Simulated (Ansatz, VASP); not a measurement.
Cs3Ta: VASP beside Ansatz

File POSCAR:

```
Cs3Ta
1.0
    0.0000000000      5.2841680000      0.0000000000
    5.2841680000      0.0000000000      0.0000000000
    2.6420840000      2.6420840000     -5.8741860000
Ta Cs
1 3
Direct
    0.5000000000      0.5000000000      0.0000000000
    0.0000000000      0.0000000000      0.0000000000
    0.7500000000      0.2500000000      0.5000000000
    0.2500000000      0.7500000000      0.5000000000
```

The input INCAR.step1:

```
  ALGO = Normal
  EDIFF = 1E-4
  ENCUT = 520
  GGA = PE
  ISMEAR = -1
  LASPH = True
  LCHARG = False
  LREAL = False
  LWAVE = True
  NBANDS = 27
  NELM = 60
  PREC = Accurate
  SIGMA = 0.1
```

INCAR.step2

```
  ALGO = Normal
  EDIFF = 1E-6
  ENCUT = 520
  ISIF = 2
  ISMEAR = -1
  ISTART = 1
  LASPH = True
  LCHARG = True
  LELF = True
  LMIXTAU = True
  LREAL = False
  LVHAR = True
  LWAVE = False
  METAGGA = R2SCAN
  NBANDS = 27
  NELM = 60
  PREC = Accurate
  SIGMA = 0.1
```

Contents of KPOINTS:

```
k-points
0
Gamma
  4 4 4
```

Input for Ansatz:

```yaml
crystal:
  lattice:
    - [0.0, 5.284168, 0.0]
    - [5.284168, 0.0, 0.0]
    - [2.642084, 2.642084, -5.874186]
  atoms:
    - { symbol: Ta, position: [0.5, 0.5, 0.0] }
    - { symbol: Cs, position: [0.0, 0.0, 0.0] }
    - { symbol: Cs, position: [0.75, 0.25, 0.5] }
    - { symbol: Cs, position: [0.25, 0.75, 0.5] }
  symmetry: { tolerance: 0.0003 }
kpoints:
  mp_grid: { grid: [4, 4, 4], shift: [0, 0, 0] }
magnetization:
  spin_polarized: false
scf:
  occupations: { method: fermi_dirac }
hamiltonian:
  pseudopotentials: { kind: paw }
  xc: r2scan
basis:
  ecutwfc: 500
output:
  forces: true
  stress: true
  eigenvalues: true
```

Alike in both runs: task single point; functional r2SCAN; k mesh 4 × 4 × 4; no spin polarisation.

|  | VASP | Ansatz |
| --- | --- | --- |
| version | VASP 6.6.1 | Ansatz 0.2.0 |
| potentials or method | VASP PAW PBE potentials, release 64 (Ta_pv, Cs_sv), cutoff 520 eV | PAW plane waves |
| occupations | fermi-dirac, width 0.1 eV | fermi-dirac |
| valence electrons in the cell | 38 | 40 |

```tsv
	VASP	Ansatz	Ansatz less VASP
gap on the k mesh at the Fermi level (eV)	none	none	-
pressure (GPa)	2.2	1.9	-0.24
traceless stress, the component that is largest in VASP (GPa)	-0.72	-0.72	+0.004
```

VASP's potentials were made for PBE, not for r2SCAN. A gap of «none» marks a metal or a gap that the smearing closes. VASP's potentials hold 38 valence electrons a cell and Ansatz's 40, so a difference there can come from the potentials and not from the codes.

Neither program's run includes spin-orbit coupling.
